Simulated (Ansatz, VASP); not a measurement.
Zr2O: VASP beside Ansatz

```xyz
6
Lattice="4.8763 0.0000 0.0000 0.0000 4.8763 0.0000 0.0000 0.0000 4.8763" Properties=species:S:1:pos:R:3 pbc="T T T"
Zr    1.2191    1.2191    3.6573
Zr    3.6573    1.2191    1.2191
Zr    1.2191    3.6573    1.2191
Zr    3.6573    3.6573    3.6573
O     0.0000    0.0000    0.0000
O     2.4382    2.4382    2.4382
```

Alike in both runs: task relaxation of cell and atoms; functional r2SCAN; k mesh 8 × 8 × 8; occupations gaussian, width 0.1 eV; no spin polarisation.

|  | VASP | Ansatz |
| --- | --- | --- |
| version | VASP 6.6.1 | Ansatz 0.2.0 |
| potentials or method | VASP PAW PBE potentials, release 64 (Zr_sv, O), cutoff 600 eV | scalar-relativistic, plane waves, PAW |
| valence electrons in the cell | 60 | 60 |

VASP gave:

| Item | Value |
| --- | --- |
| gap on the k mesh at the Fermi level, each at its own relaxed structure (eV) | none |
| relaxed volume (Å³/atom) | 18.97 |
| relaxed cell length with the largest relative difference (Å) | 4.847 |

Q: What did Ansatz give for the same quantities?

A: gap on the k mesh at the Fermi level, each at its own relaxed structure (eV): none; relaxed volume (Å³/atom): 18.96; relaxed cell length with the largest relative difference (Å): 4.846.

VASP's potentials were made for PBE, not for r2SCAN. A gap of «none» marks a metal or a gap that the smearing closes.
